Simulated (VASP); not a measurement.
# Ge (Cmmm) in VASP: a series of runs

The runs below take Ge through single point, with LDA.

All numbers are computed with VASP 6.6.1; they aren't measurements. Logs are shortened: lines on timing, memory, paths and dates and some standing lists are left out, and cuts for length are marked.

### 1 The cell of the first run

The structure is orthorhombic, space group Cmmm (No. 65). Conventional cell: a = 2.737 Å, b = 5.095 Å, c = 2.643 Å, α = 90.00°, β = 90.00°, γ = 90.00°. Ge (site symmetry mmm) has 8 Ge at 2.64 to 2.89 Å within 3.5 Å.

### 2 Single point, LDA

The input, INCAR:

```
SYSTEM = Ge
PREC = Accurate
ENCUT = 520
EDIFF = 1E-6
ISMEAR = -1
SIGMA = 0.05
LREAL = .FALSE.
LASPH = .TRUE.
NELM = 80
ALGO = Normal
ISIF = 2
LWAVE = .FALSE.
LCHARG = .FALSE.
NBANDS = 13
```

The input, KPOINTS:

```
Automatic mesh
0
G
  11 11 10
  0 0 0
```

The input, POSCAR:

```
Ge
1.0
    1.3686277522     -2.5474293491      0.0000000000
    1.3686277522      2.5474293491      0.0000000000
    0.0000000000      0.0000000000      2.6431496057
Ge
1
Direct
    0.5000000000      0.5000000000      0.0000000000
```

Potentials or basis: VASP PAW LDA potentials, release 64 (Ge_d).

The run is started by

```
$ cat potpaw_LDA.64/Ge_d/POTCAR > POTCAR
$ mpirun -np 1 vasp_std > vasp.out
```

OUTCAR:

```text
SYSTEM = Ge
   PREC = Accurate
   ENCUT = 520
   EDIFF = 1E-6
   ISMEAR = -1
   LREAL = .FALSE.
   LASPH = .TRUE.
   NELM = 80
   ISIF = 2

 ion  position               nearest neighbor table
   1  0.500  0.500  0.000-

  LATTYP: Found a base centered orthorhombic cell.
 ALAT       =     2.7372555044
 B/A-ratio  =     1.8613018368
 C/A-ratio  =     0.9656203454

  Lattice vectors:

 A1 = (   1.3686277522,  -2.5474293491,   0.0000000000)
 A2 = (   1.3686277522,   2.5474293491,   0.0000000000)
 A3 = (   0.0000000000,   0.0000000000,   2.6431496057)

Analysis of symmetry for initial positions (statically):
=====================================================================
 Subroutine PRICEL returns:
 Original cell was already a primitive cell.

 Routine SETGRP: Setting up the symmetry group for a
 base centered orthorhombic supercell.

 Subroutine GETGRP returns: Found  8 space group operations
 (whereof  8 operations were pure point group operations)
 out of a pool of  8 trial point group operations.

The static configuration has the point symmetry D_2h.

Analysis of symmetry for dynamics (positions and initial velocities):
=====================================================================
 Subroutine PRICEL returns:
 Original cell was already a primitive cell.

 Routine SETGRP: Setting up the symmetry group for a
 base centered orthorhombic supercell.

 Subroutine GETGRP returns: Found  8 space group operations
 (whereof  8 operations were pure point group operations)
 out of a pool of  8 trial point group operations.

The dynamic configuration has the point symmetry D_2h.

 Subroutine INISYM returns: Found  8 space group operations
 (whereof  8 operations are pure point group operations),
 and found     1 'primitive' translations

----------------------------------------------------------------------------------------

                                     Primitive cell

  volume of cell :      18.4306

  direct lattice vectors                    reciprocal lattice vectors
     1.368627752 -2.547429349  0.000000000     0.365329432 -0.196276297  0.000000000
     1.368627752  2.547429349  0.000000000     0.365329432  0.196276297  0.000000000
     0.000000000  0.000000000  2.643149606     0.000000000  0.000000000  0.378336511

  length of vectors
     2.891805355  2.891805355  2.643149606     0.414716746  0.414716746  0.378336511

  position of ions in fractional coordinates (direct lattice)
     0.500000000  0.500000000  0.000000000

  ion indices of the primitive-cell ions
   primitive index   ion index
                 1           1

----------------------------------------------------------------------------------------

 KPOINTS: Automatic mesh

Automatic generation of k-mesh.
 Grid dimensions read from file:
 generate k-points for:   11   11   10

 Generating k-lattice:

  Cartesian coordinates                     Fractional coordinates (reciprocal lattice)
     0.033211767 -0.017843300  0.000000000     0.090909091  0.000000000  0.000000000
     0.033211767  0.017843300  0.000000000     0.000000000  0.090909091  0.000000000
     0.000000000  0.000000000  0.037833651     0.000000000  0.000000000  0.100000000

  Length of vectors
     0.037701522  0.037701522  0.037833651

  Shift w.r.t. Gamma in fractional coordinates (k-lattice)
     0.000000000  0.000000000  0.000000000

 Subroutine IBZKPT returns following result:
 ===========================================

 Found    216 irreducible k-points:

 Following reciprocal coordinates:
            Coordinates               Weight
  0.000000  0.000000  0.000000      1.000000
  0.090909 -0.000000  0.000000      4.000000
  0.181818 -0.000000  0.000000      4.000000
  0.272727  0.000000  0.000000      4.000000
  0.363636  0.000000  0.000000      4.000000
  0.454545 -0.000000  0.000000      4.000000
[... 16 lines left out ...]
 -0.272727  0.181818  0.000000      4.000000
 -0.181818  0.181818  0.000000      2.000000
 [... further k-points ...]
   k-points           NKPTS =    216   k-points in BZ     NKDIM =    216   number of bands    NBANDS=     13
   number of dos      NEDOS =    301   number of ions     NIONS =      1
   total plane-waves  NPLWV =  11520
   dimension x,y,z NGX =    24 NGY =   24 NGZ =   20
   dimension x,y,z NGXF=    48 NGYF=   48 NGZF=   40
   ions per type =               1
   NGX,Y,Z   is equivalent  to a cutoff of  13.80, 13.80, 12.58 a.u.
   NGXF,Y,Z  is equivalent  to a cutoff of  27.59, 27.59, 25.16 a.u.
 SYSTEM =  Ge
   PREC   = accura    normal or accurate (medium, high low for compatibility)
   ISTART =      0    job   : 0-new  1-cont  2-samecut
   ICHARG =      2    charge: 1-file 2-atom 10-const
   ISPIN  =      1    spin polarized calculation?
   LNONCOLLINEAR =      F non collinear calculations
   LSORBIT =      F    spin-orbit coupling
   LASPH  =      T    aspherical Exc in radial PAW
   ENCUT  =  520.0 eV  38.22 Ry    6.18 a.u.   5.38  5.38  4.91*2*pi/ulx,y,z
   NELM   =     80;   NELMIN=  2; NELMDL= -5     # of ELM steps
   EDIFF  = 0.1E-05   stopping-criterion for ELM
   LREAL  =      F    real-space projection
   EDIFFG = 0.1E-04   stopping-criterion for IOM
   NSW    =      0    number of steps for IOM
   IBRION =     -1    ionic relax: 0-MD 1-quasi-New 2-CG
   NFREE  =      0    steps in history (QN), initial steepest desc. (CG)
   ISIF   =      2    stress and relaxation
   ISYM   =      2    0-nonsym 1-usesym 2-fastsym
   POTIM  = 0.5000    time-step for ionic-motion
   TEBEG  =    0.0;   TEEND  =   0.0 temperature during run
   PSTRESS=    0.0 pullay stress
   NELECT =      14.0000    total number of electrons
   NUPDOWN=      -1.0000    fix difference up-down
   EMIN   =  10.00;   EMAX   =-10.00  energy-range for DOS
   EFERMI =   0.00;   METHOD = LEGACY
   ISMEAR =    -1;   SIGMA  =   0.05  broadening in eV -4-tet -1-fermi 0-gaus
   EFERMI_NEDOS =   21; number of points for ismear=-14 and -15
   IALGO  =     38    algorithm
   IMIX   =      4    mixing-type and parameters
     AMIX     =   0.40;   BMIX     =  1.00
     AMIX_MAG =   1.60;   BMIX_MAG =  1.00
  volume/ion in A,a.u.               =      18.43       124.38
  Fermi-wavevector in a.u.,A,eV,Ry     =   1.493727  2.822734 30.357577  2.231219
  Thomas-Fermi vector in A             =   2.606090
   LORBIT       =      0    0 simple, 1 ext, 2 COOP (PROOUT), +10 PAW based schemes
   GGA     = CA    functional components
   LHFCALC =     F    Hartree Fock is set to
   AEXX    =    0.0000 exact exchange contribution
   IVDW    =     0    specifies the selected vdW correction
   LEPSILON=     F    determine dielectric tensor
   LRPA    =     F    only Hartree local field effects (RPA)
 non-spin polarized calculation
  energy-cutoff  :      520.00
  volume of cell :       18.43
 maximum number of plane-waves:       510
 NGX is ok and might be reduce to    24
   NGX = 11   NGY = 11   NGZ =  9

 number of electron      13.9999990 magnetization

 Free energy of the ion-electron system (eV)
  ---------------------------------------------------
  ext. energy  EPLUGINS =         0.00000000
  ---------------------------------------------------
  free energy    TOTEN  =        -4.98902360 eV

  energy without entropy =       -4.98536373  energy(sigma->0) =       -4.98719366

 E-fermi :   6.5654     XC(G=0): -11.6338

 val. band max:        6.5637297827   @ k =   0.1818   0.1818   0.3000
 cond. band min:       6.5661807464   @ k =  -0.4545   0.0909   0.5000
 fundamental gap:      0.0024509637
 Fermi energy:         6.5654352906

 k-point     1 :       0.0000    0.0000    0.0000
  band No.  band energies     occupation
      1     -18.2691      2.00000
      2     -18.1959      2.00000
      3     -18.1356      2.00000
      4     -18.0133      2.00000
      5     -17.9919      2.00000
      6      -6.7736      2.00000
      7      13.5450      0.00000
      8      14.0797      0.00000
      9      15.6837      0.00000
     10      17.1301      0.00000
     11      19.5672      0.00000
     12      22.0988      0.00000
     13      22.2880      0.00000

 k-point     2 :       0.0909   -0.0000    0.0000
  band No.  band energies     occupation
      1     -18.2621      2.00000
      2     -18.1857      2.00000
      3     -18.1368      2.00000
      4     -18.0148      2.00000
      5     -17.9967      2.00000
      6      -6.5633      2.00000
      7      13.1724      0.00000
      8      13.7519      0.00000
      9      14.0295      0.00000
     10      17.5944      0.00000
     11      19.2151      0.00000
     12      20.9085      0.00000
     13      23.5726      0.00000

 k-point     3 :       0.1818   -0.0000    0.0000
  band No.  band energies     occupation
      1     -18.2469      2.00000
      2     -18.1668      2.00000
      3     -18.1286      2.00000
      4     -18.0204      2.00000
      5     -18.0079      2.00000
      6      -5.9324      2.00000
      7      10.2647      0.00000
      8      12.5013      0.00000
      9      14.3598      0.00000
     10      16.9342      0.00000
     11      18.8033      0.00000
     12      22.9574      0.00000
     13      26.2378      0.00000

 k-point     4 :       0.2727    0.0000    0.0000
  band No.  band energies     occupation
      1     -18.2359      2.00000
      2     -18.1605      2.00000
      3     -18.0909      2.00000
      4     -18.0338      2.00000
      5     -18.0166      2.00000
      6      -4.8846      2.00000
      7       6.9893      0.00042
      8      11.3945      0.00000
      9      15.3219      0.00000
     10      15.6687      0.00000
     11      19.7172      0.00000
     12      25.6968      0.00000
     13      28.7382      0.00000

 k-point     5 :       0.3636    0.0000    0.0000
  band No.  band energies     occupation
      1     -18.2365      2.00000
      2     -18.1523      2.00000
      3     -18.0493      2.00000
      4     -18.0487      2.00000
      5     -18.0213      2.00000
      6      -3.4451      2.00000
      7       3.9730      2.00000
      8      10.6138      0.00000
      9      14.8067      0.00000
     10      16.5095      0.00000
     11      21.0453      0.00000
     12      26.0396      0.00000
     13      26.9135      0.00000

 k-point     6 :       0.4545   -0.0000    0.0000
  band No.  band energies     occupation
      1     -18.2408      2.00000
      2     -18.1446      2.00000
      3     -18.0588      2.00000
      4     -18.0237      2.00000
      5     -18.0227      2.00000
      6      -1.7962      2.00000
      7       1.5175      2.00000
      8      10.2109      0.00000
      9      14.3790      0.00000
     10      17.5283      0.00000
     11      22.7414      0.00000
     12      24.2589      0.00000
     13      24.8304      0.00000

 k-point     7 :       0.0909    0.0909    0.0000
  band No.  band energies     occupation
      1     -18.2500      2.00000
      2     -18.1533      2.00000
      3     -18.1491      2.00000
      4     -18.0154      2.00000
      5     -18.0091      2.00000
      6      -6.1185      2.00000
      7      11.2849      0.00000
      8      12.8415      0.00000
      9      14.1858      0.00000
     10      18.0451      0.00000
     11      18.1520      0.00000
     12      20.3590      0.00000
     13      27.1022      0.00000
[... 193 lines left out ...]
 k-point    20 :       0.4545    0.1818    0.0000
  band No.  band energies     occupation
      1     -18.2103      2.00000
      2     -18.1404      2.00000
      3     -18.0551      2.00000
      4     -18.0521      2.00000
      5     -18.0312      2.00000
      6      -1.5148      2.00000
      7       2.3366      2.00000
      8       6.0836      1.99987
      9      17.7687      0.00000
     10      19.6507      0.00000
     11      23.0769      0.00000
     12      24.8935      0.00000
     13      25.5577      0.00000

 k-point    21 :      -0.4545    0.1818    0.0000
  band No.  band energies     occupation
      1     -18.2114      2.00000
      2     -18.1548      2.00000
      3     -18.0700      2.00000
      4     -18.0469      2.00000
      5     -18.0237      2.00000
      6      -3.0973      2.00000
      7       4.5712      2.00000
      8       6.5807      0.84881
      9      16.7684      0.00000
     10      20.1158      0.00000
     11      21.5765      0.00000
     12      26.4366      0.00000
     13      26.6511      0.00000

 k-point    22 :      -0.3636    0.1818    0.0000
  band No.  band energies     occupation
      1     -18.2244      2.00000
      2     -18.1753      2.00000
      3     -18.0809      2.00000
      4     -18.0411      2.00000
      5     -18.0112      2.00000
      6      -4.4636      2.00000
      7       6.2391      1.99708
      8       8.6316      0.00000
      9      15.6614      0.00000
     10      19.7857      0.00000
     11      21.1947      0.00000
     12      24.1548      0.00000
     13      27.9910      0.00000

 k-point    23 :      -0.2727    0.1818    0.0000
  band No.  band energies     occupation
      1     -18.2470      2.00000
      2     -18.1856      2.00000
      3     -18.0927      2.00000
      4     -18.0343      2.00000
      5     -17.9999      2.00000
      6      -5.4513      2.00000
      7       7.4821      0.00000
      8      11.7663      0.00000
      9      14.7823      0.00000
     10      18.6681      0.00000
     11      20.0510      0.00000
     12      23.8103      0.00000
     13      28.3920      0.00000

 k-point    24 :      -0.1818    0.1818    0.0000
  band No.  band energies     occupation
      1     -18.2583      2.00000
      2     -18.1920      2.00000
      3     -18.1057      2.00000
      4     -18.0275      2.00000
      5     -17.9947      2.00000
      6      -6.0299      2.00000
      7       8.9424      0.00000
      8      14.1434      0.00000
      9      14.2489      0.00000
     10      17.5639      0.00000
     11      19.2124      0.00000
     12      25.0753      0.00000
     13      25.2752      0.00000

 [... further k-points ...]
[... 5 lines left out ...]
  --------------------------------------------------------------------------------------
  -------------------------------------------------------------------------------------
  Total       -0.0282233     -0.4149025     -0.1838905      0.0000000      0.0000000      0.0000000
  in kB       -2.4534613    -36.0676160    -15.9856609      0.0000000      0.0000000      0.0000000
  external PRESSURE =     -18.1689128 kB  Pullay stress =       0.0000000 kB

 VOLUME and BASIS-vectors are now :
 -----------------------------------------------------------------------------
  energy-cutoff  :      520.00
  volume of cell :       18.43
      direct lattice vectors                 reciprocal lattice vectors
     1.368627752 -2.547429349  0.000000000     0.365329432 -0.196276297  0.000000000
     1.368627752  2.547429349  0.000000000     0.365329432  0.196276297  0.000000000
     0.000000000  0.000000000  2.643149606     0.000000000  0.000000000  0.378336511

 POSITION                                       TOTAL-FORCE (eV/Angst)
 -----------------------------------------------------------------------------------
      1.36863      0.00000      0.00000         0.000000      0.000000      0.000000
 -----------------------------------------------------------------------------------
    total drift:                               -0.000000     -0.000000     -0.000000

  FREE ENERGIE OF THE ION-ELECTRON SYSTEM (eV)
  ---------------------------------------------------
  free  energy   TOTEN  =        -4.9890235987 eV

  energy  without entropy=       -4.9853637264  energy(sigma->0) =       -4.98719366
```

Wall time 9.7 s (1 thread of Intel Xeon 6975P-C (Granite Rapids), shared host); peak memory 0.15 GiB.

Results:

```
Free energy            : -4.9890 eV
Pressure               : -1.8 GPa
Band gap on the k mesh : zero (band 7 reaches 13.54 eV, above the bottom of band 8 at 4.01 eV)
```

Stress tensor (GPa, compression positive):
```
-0.25  0.00  0.00
 0.00 -3.61  0.00
 0.00  0.00 -1.60
```

(Continued in part 2 of 3.)
